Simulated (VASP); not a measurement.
Input of a VASP 6.6.1 run:

The input INCAR:

```
SYSTEM = Cu
PREC     = Accurate       ! precision mode
ENCUT    = 600            ! plane-wave cutoff, eV
EDIFF    = 1E-7           ! SCF threshold, eV
ISMEAR   = -1             ! smearing method
SIGMA    = 0.1            ! smearing width, eV
LREAL    = .FALSE.        ! projectors in reciprocal space
LASPH    = .TRUE.         ! aspherical terms in the spheres
NELM     = 60             ! most SCF steps
ALGO     = Normal         ! electronic algorithm
ISIF     = 3              ! what is computed and relaxed
LWAVE    = .FALSE.        ! write WAVECAR
LCHARG   = .FALSE.        ! write CHGCAR
GGA      = PS             ! functional
IBRION   = 2              ! ionic algorithm
NSW      = 80             ! ionic steps
EDIFFG   = -0.01          ! ionic threshold
PSTRESS  = 100.0
```

File KPOINTS:

```
Automatic mesh
0
G
  16 16 16
  0 0 0
```

The input POSCAR:

```
Cu
1.0
    0.0000000000      1.8075000000      1.8075000000
    1.8075000000      0.0000000000      1.8075000000
    1.8075000000      1.8075000000      0.0000000000
Cu
1
Direct
    0.0000000000      0.0000000000      0.0000000000
```

Potentials or basis: VASP PAW PBE potentials, release 64 (Cu).

Command:

```sh
$ cat potpaw_PBE.64/Cu/POTCAR > POTCAR
$ mpirun -np 1 vasp_std > vasp.out
```

**Question.** Estimate the relaxed cell.

**Answer.** a = 2.479 Å, b = 2.479 Å, c = 2.479 Å, α = 60.00°, β = 60.00°, γ = 60.00°.

**Question.** What does it give for the relaxed volume?

**Answer.** 10.77 Å³/atom.

Step by step:
```
step  energy change (eV)  largest force (eV/Å)  pressure (GPa)  volume (Å³)
   1              0.0000                0.0000           -5.64        11.81
   2              0.1109                0.0000           30.62         9.95
   3              0.0087                0.0000            9.77        10.79
   4              0.0099                0.0000           10.14        10.77
```

Caveat: the cell is relaxed towards a set pressure, so the enthalpy falls and the energy may rise; the PAW data sets were made with another functional, which shifts forces and pressure a little.
